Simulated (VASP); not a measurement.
Write the native input for VASP 6.6.1 that does the following.

- Task: single point
- Functional: PBEsol
- Potentials or basis: VASP PAW PBE potentials, release 64 (Zr_sv)
- Cutoff: 520 eV
- k mesh: 4 × 4 × 4
- Occupations: gaussian, width 0.1 eV
- Spin: no spin polarisation
- Dipole correction: no
- Further INCAR settings: ALGO = Fast; EDIFF = 1e-07; NBANDS = 58

The structure of Zr lies in POSCAR:

```
Zr
1.0
    5.6020851780      0.0000000000      0.0000000000
    0.0000000000      5.6020851780      0.0000000000
    0.0000000000      0.0000000000      5.6020851780
Zr
8
Direct
    0.5000000000      0.5000000000      0.5000000000
    0.0000000000      0.0000000000      0.0000000000
    0.2500000000      0.0000000000      0.5000000000
    0.5000000000      0.2500000000      0.0000000000
    0.5000000000      0.7500000000      0.0000000000
    0.7500000000      0.0000000000      0.5000000000
    0.0000000000      0.5000000000      0.7500000000
    0.0000000000      0.5000000000      0.2500000000
```

These files were run (other wordings do the same):

INCAR

```
SYSTEM = Zr
PREC = Accurate
ENCUT = 520
EDIFF = 1E-7
ISMEAR = 0
SIGMA = 0.1
LREAL = .FALSE.
LASPH = .TRUE.
NELM = 100
ALGO = Fast
ISIF = 2
LWAVE = .FALSE.
LCHARG = .FALSE.
GGA = PS
NBANDS = 58
```

KPOINTS

```
regular mesh
0
G
  4 4 4
  0 0 0
```

Potentials or basis: VASP PAW PBE potentials, release 64 (Zr_sv).

The run is started by

```bash
$ cat potpaw_PBE.64/Zr_sv/POTCAR > POTCAR
$ mpirun -np 1 vasp_std > vasp.out
```

Results of the run:

| Quantity | Value |
| --- | --- |
| Pressure | 0.0 GPa |
| Band gap on the k mesh | zero (bands 48 and 49 overlap by 0.25 eV) |

Caveat: the PAW data sets were made with another functional, which shifts forces and pressure a little.

Run time: 6.1 min on 1 thread of Intel Xeon 8259CL, with other jobs on the host, peak memory 0.28 GiB.
